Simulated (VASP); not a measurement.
Here is a VASP 6.6.1 calculation.

The input INCAR:

```
ALGO = Normal
EDIFF = 1E-8
ENCUT = 520
ISIF = 2
ISMEAR = -1
LASPH = T
LCHARG = F
LEFG = T
LREAL = F
LWAVE = F
NBANDS = 17
NELM = 80
PREC = Accurate
SIGMA = 0.08
```

The input KPOINTS:

```
k-points
0
Gamma
  11 11 11
```

POSCAR

```
SnTe
1.0
    0.0946950000      3.2038475000      3.2038475000
    3.2038475000      0.0946950000      3.2038475000
    3.2038475000      3.2038475000      0.0946950000
Sn Te
1 1
Direct
    0.0000000000      0.0000000000      0.0000000000
    0.5000000000      0.5000000000      0.5000000000
```

Potentials or basis: VASP PAW LDA potentials, release 64 (Sn_d, Te).

Run with:

```console
$ cat potpaw_LDA.64/Sn_d/POTCAR potpaw_LDA.64/Te/POTCAR > POTCAR
$ mpirun -np 1 vasp_std > vasp.out
```

**Question.** Estimate the band gap on the k mesh.

**Answer.** 0.04 eV (least direct gap 0.38 eV).

**Question.** What does it give for the pressure?

**Answer.** -1.7 GPa.

Stress tensor (GPa, compression positive):
```
-1.68 -0.51 -0.51
-0.51 -1.68 -0.51
-0.51 -0.51 -1.68
```

Caveat: the cell differs from its parent crystal (equal xy, yz and zx shear strains of +3 %); the smearing spreads over this small gap; semilocal functionals underestimate gaps, and a narrow one can read as zero; without QUAD_EFG the Cq values of the log hold for a quadrupole moment of 1 mb, not for the nuclei; spin-orbit coupling is left out, which moves the levels of the heavy elements. A k mesh can miss the band edges.
